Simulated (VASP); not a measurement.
Runs of VASP 6.6.1 on NbP. The structure is that of space group I4_1md (No. 109), or close to it. The cells are those of the table. 

| cell | gap on the mesh (eV) | pressure (GPa) | largest force (eV/Å) |
| --- | --- | --- | --- |
| a = 3.287, b = 3.329, c = 11.319 Å, 8 atoms | none | (b) | 0.10 |
| a = 3.254, b = 3.344, c = 11.370 Å, 8 atoms | none | 1.4 | - |
| a = 3.387, b = 3.304, c = 11.234 Å, 8 atoms | none | -2.4 | 0.09 |
| a = 3.353, b = 3.307, c = 11.262 Å, 8 atoms | none | -1.0 | - |
| a = 3.287, b = 3.331, c = 11.335 Å, 8 atoms | none | (a) | - |

Alike in all rows: task single point; level PBEsol; potentials or basis VASP PAW PBE potentials, release 64 (Nb_sv, P); no spin polarisation; k mesh 10 × 10 × 4; cutoff (eV) 520; smearing gaussian 0.1 eV.

Fill in the values left out.

(a) 0.5; (b) 1.0.

Caveats: the PAW data sets were made with another functional, which shifts forces and pressure a little.

A k mesh can miss the band edges, and the runs leave out spin-orbit coupling on Nb.

A gap of «none» marks levels without a gap at the run's occupations.
